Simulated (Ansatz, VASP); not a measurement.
## One calculation of Y, two programs

File INCAR:

```
SYSTEM = Y
ALGO     = Fast           ! electronic algorithm
EDIFF    = 1E-7           ! SCF threshold, eV
ENCUT    = 520            ! plane-wave cutoff, eV
GGA      = PS             ! functional
ISIF     = 2              ! what is computed and relaxed
ISMEAR   = 0              ! smearing method
LASPH    = .True.         ! aspherical terms in the spheres
LCHARG   = .False.        ! write CHGCAR
LREAL    = .False.        ! projectors in reciprocal space
LWAVE    = .False.        ! write WAVECAR
NBANDS   = 18             ! bands
NELM     = 100            ! most SCF steps
PREC     = Accurate       ! precision mode
SIGMA    = 0.15           ! smearing width, eV
```

File KPOINTS:

```
k-points
0
Gamma
  18 18 8
  0 0 0
```

The input POSCAR:

```
Y
1.0
    3.4689242752      0.0000000000      0.0000000000
   -1.7344621376      3.0041765462      0.0000000000
    0.0000000000      0.0000000000      5.8910850000
Y
2
Direct
    0.3333333333      0.6666666667      0.2500000000
    0.6666666667      0.3333333333      0.7500000000
```

Input for Ansatz:

```yaml
crystal:
  lattice:
    - [3.4689242752, 0.0, 0.0]
    - [-1.7344621376, 3.0041765462, 0.0]
    - [0.0, 0.0, 5.891085]
  atoms:
    - { symbol: "Y", position: [0.3333333333, 0.6666666667, 0.25] }
    - { symbol: "Y", position: [0.6666666667, 0.3333333333, 0.75] }
basis:
  ecutwfc: 420
kpoints:
  mp_grid: { grid: [18, 18, 8] }
hamiltonian:
  xc: pbesol
scf:
  occupations: { method: gaussian, width: 0.15 }
output:
  forces: true
  stress: true
  eigenvalues: true
```

Change from the starting cell: strain -0.050 along x and y, +0.025 along z, atoms carried along.

Alike in both runs: task single point; functional PBEsol; k mesh 18 × 18 × 8; occupations gaussian, width 0.15 eV; no spin polarisation.

|  | VASP | Ansatz |
| --- | --- | --- |
| version | VASP 6.6.1 | Ansatz 0.2.0 |
| potentials or method | VASP PAW PBE potentials, release 64 (Y_sv), cutoff 520 eV | scalar-relativistic, plane waves, PAW |
| valence electrons in the cell | 22 | 22 |

```csv
,VASP,Ansatz,Ansatz less VASP
gap on the k mesh at the Fermi level (eV),none,none,-
pressure (GPa),0.6,0.7,+0.14
"traceless stress, the component that is largest in VASP (GPa)",-3.11,-3.12,-0.010
```

VASP's potentials were made for PBE, not for PBEsol. A gap of «none» marks a metal or a gap that the smearing closes.
